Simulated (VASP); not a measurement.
# Al (Fm-3m) in VASP: further runs

Runs on Al. Level: LDA. Tasks: single point, relaxation of cell and atoms.

Program: VASP 6.6.1. These are calculated values, not measurements. Logs are shortened: lines on timing, memory, paths and dates and some standing lists are left out, and cuts for length are marked.

### 1 The cell of the first run

Symmetry: Fm-3m, No. 225, cubic system. Conventional cell: a = 3.986 Å, b = 3.986 Å, c = 3.986 Å, α = 90.00°, β = 90.00°, γ = 90.00°. Within 3.7 Å of Al (site symmetry m-3m) lie 12 Al at 2.82 Å.

### 2 Single point, LDA

File INCAR:

```
ALGO = Normal
EDIFF = 1E-6
ENCUT = 520
ISIF = 2
ISMEAR = 1
LASPH = T
LCHARG = F
LREAL = F
LWAVE = F
NBANDS = 8
NELM = 60
PREC = Accurate
SIGMA = 0.05
```

File KPOINTS:

```
k-points
0
Gamma
  8 8 8
```

File POSCAR:

```
Al
1.0
    0.0000000000      1.9930702885      1.9930702885
    1.9930702885      0.0000000000      1.9930702885
    1.9930702885      1.9930702885      0.0000000000
Al
1
Direct
    0.0000000000      0.0000000000      0.0000000000
```

Potentials or basis: VASP PAW LDA potentials, release 64 (Al).

Launch:

```bash
$ cat potpaw_LDA.64/Al/POTCAR > POTCAR
$ mpirun -np 1 vasp_std > vasp.out
```

OUTCAR:

```text
EDIFF = 1E-6
   ENCUT = 520
   ISIF = 2
   ISMEAR = 1
   LASPH = T
   LREAL = F
   NELM = 60
   PREC = Accurate

 ion  position               nearest neighbor table
   1  0.000  0.000  0.000-

  LATTYP: Found a face centered cubic cell.
 ALAT       =     3.9861405770

  Lattice vectors:

 A1 = (   0.0000000000,   1.9930702885,   1.9930702885)
 A2 = (   1.9930702885,   0.0000000000,   1.9930702885)
 A3 = (   1.9930702885,   1.9930702885,   0.0000000000)

Analysis of symmetry for initial positions (statically):
=====================================================================
 Subroutine PRICEL returns:
 Original cell was already a primitive cell.

 Routine SETGRP: Setting up the symmetry group for a
 face centered cubic supercell.

 Subroutine GETGRP returns: Found 48 space group operations
 (whereof 48 operations were pure point group operations)
 out of a pool of 48 trial point group operations.

The static configuration has the point symmetry O_h .

Analysis of symmetry for dynamics (positions and initial velocities):
=====================================================================
 Subroutine PRICEL returns:
 Original cell was already a primitive cell.

 Routine SETGRP: Setting up the symmetry group for a
 face centered cubic supercell.

 Subroutine GETGRP returns: Found 48 space group operations
 (whereof 48 operations were pure point group operations)
 out of a pool of 48 trial point group operations.

The dynamic configuration has the point symmetry O_h .

 Subroutine INISYM returns: Found 48 space group operations
 (whereof 48 operations are pure point group operations),
 and found     1 'primitive' translations

----------------------------------------------------------------------------------------

                                     Primitive cell

  volume of cell :      15.8343

  direct lattice vectors                    reciprocal lattice vectors
     0.000000000  1.993070289  1.993070289    -0.250869226  0.250869226  0.250869226
     1.993070289  0.000000000  1.993070289     0.250869226 -0.250869226  0.250869226
     1.993070289  1.993070289  0.000000000     0.250869226  0.250869226 -0.250869226

  length of vectors
     2.818627033  2.818627033  2.818627033     0.434518245  0.434518245  0.434518245

  position of ions in fractional coordinates (direct lattice)
     0.000000000  0.000000000  0.000000000

  ion indices of the primitive-cell ions
   primitive index   ion index
                 1           1

----------------------------------------------------------------------------------------

 KPOINTS: k-points

Automatic generation of k-mesh.
 Grid dimensions read from file:
 generate k-points for:    8    8    8

 Generating k-lattice:

  Cartesian coordinates                     Fractional coordinates (reciprocal lattice)
    -0.031358653  0.031358653  0.031358653     0.125000000  0.000000000  0.000000000
     0.031358653 -0.031358653  0.031358653     0.000000000  0.125000000  0.000000000
     0.031358653  0.031358653 -0.031358653     0.000000000  0.000000000  0.125000000

  Length of vectors
     0.054314781  0.054314781  0.054314781

  Shift w.r.t. Gamma in fractional coordinates (k-lattice)
     0.000000000  0.000000000  0.000000000

 Subroutine IBZKPT returns following result:
 ===========================================

 Found     29 irreducible k-points:

 Following reciprocal coordinates:
            Coordinates               Weight
  0.000000  0.000000  0.000000      1.000000
  0.125000  0.000000  0.000000      8.000000
  0.250000  0.000000  0.000000      8.000000
  0.375000  0.000000  0.000000      8.000000
  0.500000  0.000000  0.000000      4.000000
  0.125000  0.125000  0.000000      6.000000
[... 16 lines left out ...]
  0.500000  0.250000  0.125000     48.000000
 -0.375000  0.250000  0.125000     24.000000
 [... further k-points ...]
   k-points           NKPTS =     29   k-points in BZ     NKDIM =     29   number of bands    NBANDS=      8
   number of dos      NEDOS =    301   number of ions     NIONS =      1
   total plane-waves  NPLWV =  13824
   dimension x,y,z NGX =    24 NGY =   24 NGZ =   24
   dimension x,y,z NGXF=    48 NGYF=   48 NGZF=   48
   ions per type =               1
   NGX,Y,Z   is equivalent  to a cutoff of  14.16, 14.16, 14.16 a.u.
   NGXF,Y,Z  is equivalent  to a cutoff of  28.31, 28.31, 28.31 a.u.
 SYSTEM =  unknown system
   PREC   = accura    normal or accurate (medium, high low for compatibility)
   ISTART =      0    job   : 0-new  1-cont  2-samecut
   ICHARG =      2    charge: 1-file 2-atom 10-const
   ISPIN  =      1    spin polarized calculation?
   LNONCOLLINEAR =      F non collinear calculations
   LSORBIT =      F    spin-orbit coupling
   LASPH  =      T    aspherical Exc in radial PAW
   ENCUT  =  520.0 eV  38.22 Ry    6.18 a.u.   5.24  5.24  5.24*2*pi/ulx,y,z
   NELM   =     60;   NELMIN=  2; NELMDL= -5     # of ELM steps
   EDIFF  = 0.1E-05   stopping-criterion for ELM
   LREAL  =      F    real-space projection
   EDIFFG = 0.1E-04   stopping-criterion for IOM
   NSW    =      0    number of steps for IOM
   IBRION =     -1    ionic relax: 0-MD 1-quasi-New 2-CG
   NFREE  =      0    steps in history (QN), initial steepest desc. (CG)
   ISIF   =      2    stress and relaxation
   ISYM   =      2    0-nonsym 1-usesym 2-fastsym
   POTIM  = 0.5000    time-step for ionic-motion
   TEBEG  =    0.0;   TEEND  =   0.0 temperature during run
   PSTRESS=    0.0 pullay stress
   NELECT =       3.0000    total number of electrons
   NUPDOWN=      -1.0000    fix difference up-down
   EMIN   =  10.00;   EMAX   =-10.00  energy-range for DOS
   EFERMI =   0.00;   METHOD = LEGACY
   ISMEAR =     1;   SIGMA  =   0.05  broadening in eV -4-tet -1-fermi 0-gaus
   EFERMI_NEDOS =   21; number of points for ismear=-14 and -15
   IALGO  =     38    algorithm
   IMIX   =      4    mixing-type and parameters
     AMIX     =   0.40;   BMIX     =  1.00
     AMIX_MAG =   1.60;   BMIX_MAG =  1.00
  volume/ion in A,a.u.               =      15.83       106.85
  Fermi-wavevector in a.u.,A,eV,Ry     =   0.940263  1.776839 12.028834  0.884094
  Thomas-Fermi vector in A             =   2.067657
   LORBIT       =      0    0 simple, 1 ext, 2 COOP (PROOUT), +10 PAW based schemes
   GGA     = CA    functional components
   LHFCALC =     F    Hartree Fock is set to
   AEXX    =    0.0000 exact exchange contribution
   IVDW    =     0    specifies the selected vdW correction
   LEPSILON=     F    determine dielectric tensor
   LRPA    =     F    only Hartree local field effects (RPA)
 non-spin polarized calculation
 Methfessel and Paxton  Order N= 1 SIGMA  =   0.05
  energy-cutoff  :      520.00
  volume of cell :       15.83
 maximum number of plane-waves:       444
 NGX is ok and might be reduce to    24
   NGX = 11   NGY = 11   NGZ = 11

 number of electron       3.0000000 magnetization

 Free energy of the ion-electron system (eV)
  ---------------------------------------------------
  ext. energy  EPLUGINS =         0.00000000
  ---------------------------------------------------
  free energy    TOTEN  =        -4.18437489 eV

  energy without entropy =       -4.18379706  energy(sigma->0) =       -4.18418228

 E-fermi :   8.3351     XC(G=0): -10.4959

 val. band max:        7.8768334015   @ k =  -0.2500   0.3750   0.1250
 cond. band min:       8.3599650108   @ k =  -0.2500   0.5000   0.2500
 fundamental gap:      0.4831316093
 Fermi energy:         8.3350975524

 k-point     1 :       0.0000    0.0000    0.0000
  band No.  band energies     occupation
      1      -3.1602      2.00000
      2      21.0231      0.00000
      3      21.0231      0.00000
      4      21.0231      0.00000
      5      22.6634      0.00000
      6      22.6634      0.00000
      7      22.6634      0.00000
      8      25.1425      0.00000

 k-point     2 :       0.1250    0.0000    0.0000
  band No.  band energies     occupation
      1      -2.7253      2.00000
      2      16.6967      0.00000
      3      20.1054      0.00000
      4      20.1054      0.00000
      5      23.2946      0.00000
      6      24.1889      0.00000
      7      24.1889      0.00000
      8      26.1700      0.00000

 k-point     3 :       0.2500    0.0000    0.0000
  band No.  band energies     occupation
      1      -1.4289      2.00000
      2      11.7329      0.00000
      3      19.3397      0.00000
      4      19.3397      0.00000
      5      22.9422      0.00000
      6      23.2447      0.00000
      7      23.2447      0.00000
      8      27.4606      0.00000

 k-point     4 :       0.3750    0.0000    0.0000
  band No.  band energies     occupation
      1       0.7045      2.00000
      2       7.3416      2.00000
      3      19.2503      0.00000
      4      19.2503      0.00000
      5      21.2255      0.00000
      6      21.2255      0.00000
      7      23.0223      0.00000
      8      25.3517      0.00000

 k-point     5 :       0.5000    0.0000    0.0000
  band No.  band energies     occupation
      1       3.5117      2.00000
      2       3.7767      2.00000
      3      19.8501      0.00000
      4      19.8501      0.00000
      5      19.9049      0.00000
      6      19.9049      0.00000
      7      23.7504      0.00000
      8      23.8929      0.00000
[... 177 lines left out ...]
 k-point    22 :       0.3750    0.2500    0.1250
  band No.  band energies     occupation
      1      -0.2872      2.00000
      2      12.1317      0.00000
      3      13.6173      0.00000
      4      17.1947      0.00000
      5      20.5863      0.00000
      6      22.4796      0.00000
      7      25.4927      0.00000
      8      28.8955      0.00000

 k-point    23 :       0.5000    0.2500    0.1250
  band No.  band energies     occupation
      1       1.8268      2.00000
      2       8.3601      0.25883
      3      12.9064      0.00000
      4      15.0245      0.00000
      5      21.2568      0.00000
      6      23.3895      0.00000
      7      25.5639      0.00000
      8      29.5955      0.00000

 k-point    24 :      -0.3750    0.2500    0.1250
  band No.  band energies     occupation
      1       4.5797      2.00000
      2       4.8924      2.00000
      3      13.2738      0.00000
      4      13.8415      0.00000
      5      21.8188      0.00000
      6      22.2145      0.00000
      7      28.9058      0.00000
      8      29.2040      0.00000

 [... further k-points ...]
[... 5 lines left out ...]
  --------------------------------------------------------------------------------------
  -------------------------------------------------------------------------------------
  Total        0.0096458      0.0096458      0.0096458     -0.0000000      0.0000000     -0.0000000
  in kB        0.9760033      0.9760033      0.9760033     -0.0000000      0.0000000     -0.0000000
  external PRESSURE =       0.9760033 kB  Pullay stress =       0.0000000 kB

 VOLUME and BASIS-vectors are now :
 -----------------------------------------------------------------------------
  energy-cutoff  :      520.00
  volume of cell :       15.83
      direct lattice vectors                 reciprocal lattice vectors
     0.000000000  1.993070289  1.993070289    -0.250869226  0.250869226  0.250869226
     1.993070289  0.000000000  1.993070289     0.250869226 -0.250869226  0.250869226
     1.993070289  1.993070289  0.000000000     0.250869226  0.250869226 -0.250869226

 POSITION                                       TOTAL-FORCE (eV/Angst)
 -----------------------------------------------------------------------------------
      0.00000      0.00000      0.00000         0.000000      0.000000      0.000000
 -----------------------------------------------------------------------------------
    total drift:                               -0.000000      0.000000     -0.000000

  FREE ENERGIE OF THE ION-ELECTRON SYSTEM (eV)
  ---------------------------------------------------
  free  energy   TOTEN  =        -4.1843748918 eV

  energy  without entropy=       -4.1837970580  energy(sigma->0) =       -4.18418228
```

It took 1.3 s on 1 thread of Intel Xeon 6975P-C (Granite Rapids), shared host; peak memory 0.12 GiB.

Results:

```yaml
Free_energy: -4.1844 eV
Pressure: 0.1 GPa
```

### 3 Relaxation of cell and atoms, LDA

This run uses another cell than the first one, of 15.68 Å³/atom, 0.990 times its volume.

File INCAR:

```
SYSTEM = Al
PREC = Accurate
ENCUT = 600
EDIFF = 1E-6
ISMEAR = 1
SIGMA = 0.05
LREAL = .False.
LASPH = .True.
NELM = 60
ALGO = Normal
ISIF = 3
LWAVE = .False.
LCHARG = .False.
GGA = CA
IBRION = 2
NSW = 60
EDIFFG = -0.01
```

File KPOINTS:

```
Automatic mesh
0
Gamma
  8 8 8
  0 0 0
```

File POSCAR:

```
Al
1.0
    0.0000000000      1.9867049830      1.9867049830
    1.9867049830      0.0000000000      1.9867049830
    1.9867049830      1.9867049830      0.0000000000
Al
1
Direct
    0.0000000000      0.0000000000      0.0000000000
```

Potentials or basis: VASP PAW LDA potentials, release 64 (Al).

Launch:

```bash
$ cat potpaw_LDA.64/Al/POTCAR > POTCAR
$ mpirun -np 1 vasp_std > vasp.out
```

OUTCAR:

```text
SYSTEM = Al
   PREC = Accurate
   ENCUT = 600
   EDIFF = 1E-6
   ISMEAR = 1
   LREAL = .False.
   LASPH = .True.
   NELM = 60
   ISIF = 3
   GGA = CA
   IBRION = 2
   NSW = 60
   EDIFFG = -0.01

 ion  position               nearest neighbor table
   1  0.000  0.000  0.000-

  LATTYP: Found a face centered cubic cell.
 ALAT       =     3.9734099660

  Lattice vectors:

 A1 = (   0.0000000000,   1.9867049830,   1.9867049830)
 A2 = (   1.9867049830,   0.0000000000,   1.9867049830)
 A3 = (   1.9867049830,   1.9867049830,   0.0000000000)

Analysis of symmetry for initial positions (statically):
=====================================================================
 Subroutine PRICEL returns:
 Original cell was already a primitive cell.

 Routine SETGRP: Setting up the symmetry group for a
 face centered cubic supercell.

 Subroutine GETGRP returns: Found 48 space group operations
 (whereof 48 operations were pure point group operations)
 out of a pool of 48 trial point group operations.

The static configuration has the point symmetry O_h .

Analysis of symmetry for dynamics (positions and initial velocities):
=====================================================================
 Subroutine PRICEL returns:
 Original cell was already a primitive cell.

 Routine SETGRP: Setting up the symmetry group for a
 face centered cubic supercell.

 Subroutine GETGRP returns: Found 48 space group operations
 (whereof 48 operations were pure point group operations)
 out of a pool of 48 trial point group operations.

The dynamic configuration has the point symmetry O_h .

 Subroutine INISYM returns: Found 48 space group operations
 (whereof 48 operations are pure point group operations),
[... 115 lines left out ...]
  volume/ion in A,a.u.               =      15.68       105.83
  Fermi-wavevector in a.u.,A,eV,Ry     =   0.943275  1.782532 12.106037  0.889769
  Thomas-Fermi vector in A             =   2.070967
   LORBIT       =      0    0 simple, 1 ext, 2 COOP (PROOUT), +10 PAW based schemes
   GGA     = CA    functional components
   LHFCALC =     F    Hartree Fock is set to
   AEXX    =    0.0000 exact exchange contribution
   IVDW    =     0    specifies the selected vdW correction
   LEPSILON=     F    determine dielectric tensor
   LRPA    =     F    only Hartree local field effects (RPA)
 conjugate gradient relaxation of ions
 non-spin polarized calculation
 Methfessel and Paxton  Order N= 1 SIGMA  =   0.05
  energy-cutoff  :      600.00
  volume of cell :       15.68
 maximum number of plane-waves:       544
 NGX is ok and might be reduce to    24
   NGX = 11   NGY = 11   NGZ = 11

--------------------------------------- Ionic step        1  -------------------------------------------

 number of electron       3.0000000 magnetization

 Free energy of the ion-electron system (eV)
  ---------------------------------------------------
  ext. energy  EPLUGINS =         0.00000000
  ---------------------------------------------------
  free energy    TOTEN  =        -4.18393820 eV

  energy without entropy =       -4.18340045  energy(sigma->0) =       -4.18375895

------------------------ aborting loop because EDIFF is reached ----------------------------------------

  FORCE on cell =-STRESS in cart. coord.  units (eV):
  Direction    XX          YY          ZZ          XY          YZ          ZX
  --------------------------------------------------------------------------------------
  -------------------------------------------------------------------------------------
  Total        0.0873674      0.0873674      0.0873674      0.0000000     -0.0000000      0.0000000
  in kB        8.9254402      8.9254402      8.9254402      0.0000000     -0.0000000      0.0000000
  external PRESSURE =       8.9254402 kB  Pullay stress =       0.0000000 kB
[... 57 lines left out ...]
--------------------------------------- Ionic step        3  -------------------------------------------

 number of electron       3.0000000 magnetization

 Free energy of the ion-electron system (eV)
  ---------------------------------------------------
  ext. energy  EPLUGINS =         0.00000000
  ---------------------------------------------------
  free energy    TOTEN  =        -4.18441148 eV

  energy without entropy =       -4.18383403  energy(sigma->0) =       -4.18421900

 E-fermi :   8.3224     XC(G=0): -10.4913

 val. band max:        7.8650871997   @ k =  -0.2500   0.3750   0.1250
 cond. band min:       8.3472605774   @ k =   0.5000   0.2500   0.1250
 fundamental gap:      0.4821733777
 Fermi energy:         8.3224398912

 k-point     1 :       0.0000    0.0000    0.0000
  band No.  band energies     occupation
      1      -3.1647      2.00000
      2      21.0036      0.00000
      3      21.0036      0.00000
      4      21.0036      0.00000
      5      22.6342      0.00000
[... 177 lines left out ...]
 k-point    24 :      -0.3750    0.2500    0.1250
  band No.  band energies     occupation
      1       4.5708      2.00000
      2       4.8804      2.00000
      3      13.2586      0.00000
      4      13.8211      0.00000
      5      21.7939      0.00000

 [... further k-points ...]
[... 5 lines left out ...]
  --------------------------------------------------------------------------------------
  -------------------------------------------------------------------------------------
  Total       -0.0002168     -0.0002168     -0.0002168      0.0000000     -0.0000000     -0.0000000
  in kB       -0.0219139     -0.0219139     -0.0219139      0.0000000     -0.0000000     -0.0000000
  external PRESSURE =      -0.0219139 kB  Pullay stress =       0.0000000 kB
[... 16 lines left out ...]
  FREE ENERGIE OF THE ION-ELECTRON SYSTEM (eV)
  ---------------------------------------------------
  free  energy   TOTEN  =        -4.1844114764 eV

  energy  without entropy=       -4.1838340348  energy(sigma->0) =       -4.18421900

 reached required accuracy - stopping structural energy minimisation
```

Run time: 1.6 s. Hardware: 1 thread of Intel Xeon 6975P-C (Granite Rapids), shared host; peak memory 0.12 GiB.

What came out:

- Free energy: -4.1844 eV
- Relaxed volume: 15.85 Å³/atom
- Relaxed cell: a = 2.820 Å, b = 2.820 Å, c = 2.820 Å, α = 60.00°, β = 60.00°, γ = 60.00°
- Space group after relaxing (to 0.05 Å): Fm-3m (No. 225)
- Energy gained by relaxing: 0.5 meV/atom
- Ionic steps: 3
- Pressure after relaxing: 0.0 GPa

Step by step:
| step | energy change (eV) | largest force (eV/Å) | pressure (GPa) | volume (Å³) |
| --- | --- | --- | --- | --- |
| 1 | 0.0000 | 0.0000 | 0.89 | 15.68 |
| 2 | -0.0005 | 0.0000 | -0.15 | 15.88 |
| 3 | -0.0005 | 0.0000 | 0.00 | 15.85 |

Final structure:
```cif
data_structure
_symmetry_space_group_name_H-M 'P 1'
_symmetry_Int_Tables_number 1
_cell_length_a 2.8198
_cell_length_b 2.8198
_cell_length_c 2.8198
_cell_angle_alpha 60.000
_cell_angle_beta 60.000
_cell_angle_gamma 60.000
_cell_volume 15.85
loop_
_atom_site_label
_atom_site_type_symbol
_atom_site_fract_x
_atom_site_fract_y
_atom_site_fract_z
_atom_site_occupancy
Al1 Al 0.00000 0.00000 0.00000 1
```

Levels at points of the mesh, in eV from the Fermi level:
```
           k point  band 1  band 2  band 3  band 4
(0.00, 0.00, 0.00)  -11.49   12.68   12.68   12.68
(0.50, 0.00, 0.00)   -4.82   -4.56   11.51   11.51
(0.50, 0.50, 0.00)   -3.10   -1.73    5.20    5.61
```
